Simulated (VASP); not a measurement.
Here is a VASP 6.6.1 calculation.

INCAR

```
SYSTEM = Cd
PREC     = Accurate       ! precision mode
ENCUT    = 500            ! plane-wave cutoff, eV
EDIFF    = 1E-7           ! SCF threshold, eV
ISMEAR   = -1             ! smearing method
SIGMA    = 0.1            ! smearing width, eV
LREAL    = .FALSE.        ! projectors in reciprocal space
LASPH    = .TRUE.         ! aspherical terms in the spheres
NELM     = 120            ! most SCF steps
ALGO     = Normal         ! electronic algorithm
ISIF     = 3              ! what is computed and relaxed
LWAVE    = .FALSE.        ! write WAVECAR
LCHARG   = .FALSE.        ! write CHGCAR
GGA      = PS             ! functional
IVDW     = 12             ! dispersion correction
IBRION   = 2              ! ionic algorithm
NSW      = 60             ! ionic steps
EDIFFG   = -0.03          ! ionic threshold
GGA_COMPAT= .FALSE.      
NELMIN   = 4
```

KPOINTS

```
regular mesh
0
G
  9 9 9
  0 0 0
```

File POSCAR:

```
Cd
1.0
    0.0000000000      2.2100000000      2.2100000000
    2.2100000000      0.0000000000      2.2100000000
    2.2100000000      2.2100000000      0.0000000000
Cd
1
Direct
    0.0000000000      0.0000000000      0.0000000000
```

Potentials or basis: VASP PAW PBE potentials, release 64 (Cd).

Run with:

```console
$ cat potpaw_PBE.64/Cd/POTCAR > POTCAR
$ mpirun -np 1 vasp_std > vasp.out
```

(1) Estimate the relaxed volume.

(2) What does it give for the space group after relaxing (to 0.1 Å)?

(3) Estimate the band gap on the k mesh.

(4) What does it give for the relaxed cell?

Results:

(1) 19.99 Å³/atom.

(2) Fm-3m (No. 225).

(3) zero (bands 6 and 7 overlap by 1.47 eV).

(4) a = 3.047 Å, b = 3.047 Å, c = 3.047 Å, α = 60.00°, β = 60.00°, γ = 60.00°.

Caveat: the PAW data sets were made with another functional, which shifts forces and pressure a little.
